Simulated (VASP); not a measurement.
Input of a VASP 6.6.1 run:

Contents of INCAR:

```
PREC = Accurate
ENCUT = 500
EDIFF = 1E-6
ISMEAR = 0
SIGMA = 0.1
LREAL = False
LASPH = True
NELM = 120
ALGO = Normal
ISIF = 2
LWAVE = False
LCHARG = True
GGA = CA
LELF = True
LVHAR = True
NBANDS = 18
GGA_COMPAT = False
```

File KPOINTS:

```
regular mesh
0
Gamma
  6 6 6
```

The input POSCAR:

```
CaZn
1.0
    3.6486837200      0.0000000000      0.0000000000
    0.0000000000      3.6486837200      0.0000000000
    0.0000000000      0.0000000000      3.6486837200
Ca Zn
1 1
Direct
    0.0000000000      0.0000000000      0.0000000000
    0.5000000000      0.5000000000      0.5000000000
```

Potentials or basis: VASP PAW LDA potentials, release 64 (Ca_sv, Zn).

The run is started by

```bash
$ cat potpaw_LDA.64/Ca_sv/POTCAR potpaw_LDA.64/Zn/POTCAR > POTCAR
$ mpirun -np 1 vasp_std > vasp.out
```

(1) Predict the pressure.

(2) Estimate the band gap on the k mesh.

Results:

(1) -2.8 GPa.

(2) zero (band 11 reaches 3.79 eV, above the bottom of band 12 at 1.67 eV).
